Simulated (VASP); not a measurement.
# Cd (R-3m) in VASP: further runs

Runs on Cd. Level: LDA. Tasks: single point.

Program: VASP 6.6.1. These are calculated values, not measurements. Logs are shortened: lines on timing, memory, paths and dates and some standing lists are left out, and cuts for length are marked.

**1. The cell of the first run**

Symmetry: R-3m, No. 166, trigonal system. The conventional cell has a = 3.162 Å, b = 3.162 Å, c = 7.223 Å, α = 90.00°, β = 90.00°, γ = 120.00°. Cd (site symmetry -3m) has 12 Cd at 3.02 to 3.16 Å within 4.0 Å.

**2. Single point, LDA**

Contents of INCAR:

```
PREC = Accurate
ENCUT = 520
EDIFF = 1E-7
ISMEAR = -1
SIGMA = 0.02
LREAL = False
LASPH = True
NELM = 80
ALGO = Normal
ISIF = 2
LWAVE = False
LCHARG = False
NBANDS = 12
```

Contents of KPOINTS:

```
Automatic mesh
0
Gamma
  9 9 9
```

Contents of POSCAR:

```
Cd
1.0
    1.5807691524      0.9126574931      2.4077660427
   -1.5807691524      0.9126574931      2.4077660427
    0.0000000000     -1.8253149960      2.4077660427
Cd
1
Direct
    0.0000000000      0.0000000000      0.0000000000
```

Potentials or basis: VASP PAW LDA potentials, release 64 (Cd).

Command:

```bash
> cat potpaw_LDA.64/Cd/POTCAR > POTCAR
> mpirun -np 1 vasp_std > vasp.out
```

OUTCAR:

```text
PREC = Accurate
   ENCUT = 520
   EDIFF = 1E-7
   ISMEAR = -1
   LREAL = False
   LASPH = True
   NELM = 80
   ISIF = 2

 ion  position               nearest neighbor table
   1  0.000  0.000  0.000-

  LATTYP: Found a trigonal (rhomboedric) cell.
 ALAT       =     3.0214420612
 COS(alpha) =     0.4525576907

  Lattice vectors:

 A1 = (   1.5807691524,   0.9126574931,   2.4077660427)
 A2 = (  -1.5807691524,   0.9126574931,   2.4077660427)
 A3 = (   0.0000000000,  -1.8253149960,   2.4077660427)

Analysis of symmetry for initial positions (statically):
=====================================================================
 Subroutine PRICEL returns:
 Original cell was already a primitive cell.

 Routine SETGRP: Setting up the symmetry group for a
 trigonal (rhombohedral) supercell.

 Subroutine GETGRP returns: Found 12 space group operations
 (whereof 12 operations were pure point group operations)
 out of a pool of 12 trial point group operations.

The static configuration has the point symmetry D_3d.

Analysis of symmetry for dynamics (positions and initial velocities):
=====================================================================
 Subroutine PRICEL returns:
 Original cell was already a primitive cell.

 Routine SETGRP: Setting up the symmetry group for a
 trigonal (rhombohedral) supercell.

 Subroutine GETGRP returns: Found 12 space group operations
 (whereof 12 operations were pure point group operations)
 out of a pool of 12 trial point group operations.

The dynamic configuration has the point symmetry D_3d.

 Subroutine INISYM returns: Found 12 space group operations
 (whereof 12 operations are pure point group operations),
 and found     1 'primitive' translations

----------------------------------------------------------------------------------------

                                     Primitive cell

  volume of cell :      20.8421

  direct lattice vectors                    reciprocal lattice vectors
     1.580769152  0.912657493  2.407766043     0.316301719  0.182616882  0.138440915
    -1.580769152  0.912657493  2.407766043    -0.316301719  0.182616882  0.138440915
     0.000000000 -1.825314996  2.407766043     0.000000000 -0.365233765  0.138440914

  length of vectors
[... 78 lines left out ...]
   ENCUT  =  520.0 eV  38.22 Ry    6.18 a.u.   5.62  5.62  5.62*2*pi/ulx,y,z
   NELM   =     80;   NELMIN=  2; NELMDL= -5     # of ELM steps
   EDIFF  = 0.1E-06   stopping-criterion for ELM
   LREAL  =      F    real-space projection
   EDIFFG = 0.1E-05   stopping-criterion for IOM
   NSW    =      0    number of steps for IOM
   IBRION =     -1    ionic relax: 0-MD 1-quasi-New 2-CG
   NFREE  =      0    steps in history (QN), initial steepest desc. (CG)
   ISIF   =      2    stress and relaxation
   ISYM   =      2    0-nonsym 1-usesym 2-fastsym
   POTIM  = 0.5000    time-step for ionic-motion
   TEBEG  =    0.0;   TEEND  =   0.0 temperature during run
   PSTRESS=    0.0 pullay stress
   NELECT =      12.0000    total number of electrons
   NUPDOWN=      -1.0000    fix difference up-down
   EMIN   =  10.00;   EMAX   =-10.00  energy-range for DOS
   EFERMI =   0.00;   METHOD = LEGACY
   ISMEAR =    -1;   SIGMA  =   0.02  broadening in eV -4-tet -1-fermi 0-gaus
   EFERMI_NEDOS =   21; number of points for ismear=-14 and -15
   IALGO  =     38    algorithm
   IMIX   =      4    mixing-type and parameters
     AMIX     =   0.40;   BMIX     =  1.00
     AMIX_MAG =   1.60;   BMIX_MAG =  1.00
  volume/ion in A,a.u.               =      20.84       140.65
  Fermi-wavevector in a.u.,A,eV,Ry     =   1.361930  2.573674 25.236795  1.854852
  Thomas-Fermi vector in A             =   2.488463
   LORBIT       =      0    0 simple, 1 ext, 2 COOP (PROOUT), +10 PAW based schemes
   GGA     = CA    functional components
   LHFCALC =     F    Hartree Fock is set to
   AEXX    =    0.0000 exact exchange contribution
   IVDW    =     0    specifies the selected vdW correction
   LEPSILON=     F    determine dielectric tensor
   LRPA    =     F    only Hartree local field effects (RPA)
 non-spin polarized calculation
  energy-cutoff  :      520.00
  volume of cell :       20.84
 maximum number of plane-waves:       577
   NGX = 11   NGY = 11   NGZ = 11

 number of electron      12.0000003 magnetization

 Free energy of the ion-electron system (eV)
  ---------------------------------------------------
  ext. energy  EPLUGINS =         0.00000000
  ---------------------------------------------------
  free energy    TOTEN  =        -1.49681207 eV

  energy without entropy =       -1.49665990  energy(sigma->0) =       -1.49673598

 E-fermi :   2.9933     XC(G=0): -11.5669

 val. band max:        2.9239551650   @ k =  -0.3333   0.2222   0.2222
 cond. band min:       3.0729425263   @ k =  -0.3333   0.4444   0.3333
 fundamental gap:      0.1489873613
 Fermi energy:         2.9933022081

 k-point     1 :       0.0000    0.0000    0.0000
  band No.  band energies     occupation
      1      -6.3804      2.00000
      2      -6.3804      2.00000
      3      -6.2813      2.00000
      4      -6.0734      2.00000
      5      -5.7433      2.00000
      6      -5.7433      2.00000
      7      16.6935      0.00000
      8      17.4716      0.00000
      9      17.4716      0.00000
     10      20.3832      0.00000
     11      21.1843      0.00000
     12      21.1843      0.00000
[... 331 lines left out ...]
 k-point    24 :       0.4444    0.4444    0.0000
  band No.  band energies     occupation
      1      -6.9915      2.00000
      2      -6.8818      2.00000
      3      -5.4168      2.00000
      4      -5.2857      2.00000
      5      -5.2407      2.00000
      6       0.9820      2.00000
      7       5.6820      0.00000
      8       9.2252      0.00000
      9      10.7898      0.00000
     10      13.7558      0.00000
     11      15.3186      0.00000
     12      29.7880      0.00000

 [... further k-points ...]
[... 5 lines left out ...]
  --------------------------------------------------------------------------------------
  -------------------------------------------------------------------------------------
  Total       -0.2022007     -0.2022007     -0.2441591      0.0000000      0.0000000      0.0000000
  in kB      -15.5435964    -15.5435964    -18.7690240      0.0000000      0.0000000      0.0000000
  external PRESSURE =     -16.6187389 kB  Pullay stress =       0.0000000 kB

 VOLUME and BASIS-vectors are now :
 -----------------------------------------------------------------------------
  energy-cutoff  :      520.00
  volume of cell :       20.84
      direct lattice vectors                 reciprocal lattice vectors
     1.580769152  0.912657493  2.407766043     0.316301719  0.182616882  0.138440915
    -1.580769152  0.912657493  2.407766043    -0.316301719  0.182616882  0.138440915
     0.000000000 -1.825314996  2.407766043     0.000000000 -0.365233765  0.138440914

 POSITION                                       TOTAL-FORCE (eV/Angst)
 -----------------------------------------------------------------------------------
      0.00000      0.00000      0.00000         0.000000      0.000000      0.000000
 -----------------------------------------------------------------------------------
    total drift:                                0.000000     -0.000000      0.000000

  FREE ENERGIE OF THE ION-ELECTRON SYSTEM (eV)
  ---------------------------------------------------
  free  energy   TOTEN  =        -1.4968120659 eV

  energy  without entropy=       -1.4966598976  energy(sigma->0) =       -1.49673598
```

OSZICAR:

```text
N       E                     dE             d eps       ncg     rms          rms(c)
DAV:   1     0.731506106007E+02    0.73151E+02   -0.70718E+03  2160   0.101E+03
DAV:   2    -0.239671242124E+00   -0.73390E+02   -0.69767E+02  2216   0.245E+02
DAV:   3    -0.157005821103E+01   -0.13304E+01   -0.13298E+01  2476   0.367E+01
DAV:   4    -0.157181330023E+01   -0.17551E-02   -0.17550E-02  2276   0.135E+00
DAV:   5    -0.157181759911E+01   -0.42989E-05   -0.42989E-05  2448   0.671E-02    0.350E+00
DAV:   6    -0.150510017990E+01    0.66717E-01   -0.16199E-01  2424   0.523E+00    0.274E+00
DAV:   7    -0.149810355923E+01    0.69966E-02   -0.11599E-02  2392   0.106E+00    0.135E+00
DAV:   8    -0.149680490321E+01    0.12987E-02   -0.14503E-03  2200   0.532E-01    0.506E-02
DAV:   9    -0.149681090780E+01   -0.60046E-05   -0.36162E-06  2516   0.156E-02    0.131E-02
DAV:  10    -0.149681207061E+01   -0.11628E-05   -0.12975E-06  2252   0.149E-02    0.924E-04
DAV:  11    -0.149681206585E+01    0.47537E-08   -0.14264E-08  1284   0.133E-03
   1 F= -.14968121E+01 E0= -.14967360E+01  d E =-.152168E-03
```

stdout:

```text
POSCAR found type information on POSCAR Cd
 POSCAR found :  1 types and       1 ions
 scaLAPACK will be used
 LDA part: xc-table for (Slater(with rela. corr.)+CA(PZ))
 , standard interpolation
 POSCAR, INCAR and KPOINTS ok, starting setup
 FFT: planning ... GRIDC
 FFT: planning ... GRID_SOFT
 FFT: planning ... GRID
 WAVECAR not read
 entering main loop
```

Run time: 8.7 s. Hardware: 1 thread of Intel Xeon Platinum 8488C (Sapphire Rapids), shared host; peak memory 0.13 GiB.

Results:

* Free energy: -1.4968 eV
* Pressure: -1.7 GPa
* Band gap on the k mesh: zero (band 6 reaches 3.58 eV, above the bottom of band 7 at 1.69 eV)

Levels at points of the mesh, in eV from the Fermi level:
| k point | band 2 | band 3 | band 4 | band 5 | band 6 | band 7 | band 8 | band 9 | band 10 | band 11 |
| --- | --- | --- | --- | --- | --- | --- | --- | --- | --- | --- |
| (0.00, 0.00, 0.00) | -9.37 | -9.27 | -9.07 | -8.74 | -8.74 | 13.70 | 14.48 | 14.48 | 17.39 | 18.19 |

**3. Single point, LDA**

This run uses another cell than the first one, of 21.50 Å³/atom, 1.032 times its volume.

Contents of INCAR:

```
SYSTEM = Cd
  PREC = Accurate
  ENCUT = 520
  EDIFF = 1E-7
  ISMEAR = -1
  SIGMA = 0.02
  LREAL = .FALSE.
  LASPH = .TRUE.
  NELM = 80
  ALGO = Normal
  ISIF = 2
  LWAVE = .FALSE.
  LCHARG = .TRUE.
  LELF = .TRUE.
  LVHAR = .TRUE.
  NBANDS = 12
```

Contents of KPOINTS:

```
Automatic mesh
0
G
  9 9 9
  0 0 0
```

Contents of POSCAR:

```
Cd
1.0
    1.5972366829      0.9221650262      2.4328487442
   -1.5972366829      0.9221650262      2.4328487442
    0.0000000000     -1.8443300624      2.4328487442
Cd
1
Direct
    0.0000000000      0.0000000000      0.0000000000
```

Potentials or basis: VASP PAW LDA potentials, release 64 (Cd).

Command:

```bash
> cat potpaw_LDA.64/Cd/POTCAR > POTCAR
> mpirun -np 1 vasp_std > vasp.out
```

It took 11 s on 1 thread of Intel Xeon Platinum 8488C (Sapphire Rapids), shared host; peak memory 0.14 GiB.

Results (log left out):

```yaml
Free_energy: -1.4865 eV
Pressure: -3.3 GPa
Band_gap_on_the_k_mesh: zero (band 6 reaches 3.36 eV, above the bottom of band 7 at 1.42 eV)
```

Stress tensor (GPa, compression positive):
```
-3.10  0.00  0.00
 0.00 -3.10  0.00
 0.00  0.00 -3.82
```

Levels at points of the mesh, in eV from the Fermi level:
| k point | band 4 | band 5 | band 6 | band 7 | band 8 | band 9 |
| --- | --- | --- | --- | --- | --- | --- |
| (0.00, 0.00, 0.00) | -8.92 | -8.67 | -8.67 | 13.58 | 14.19 | 14.19 |
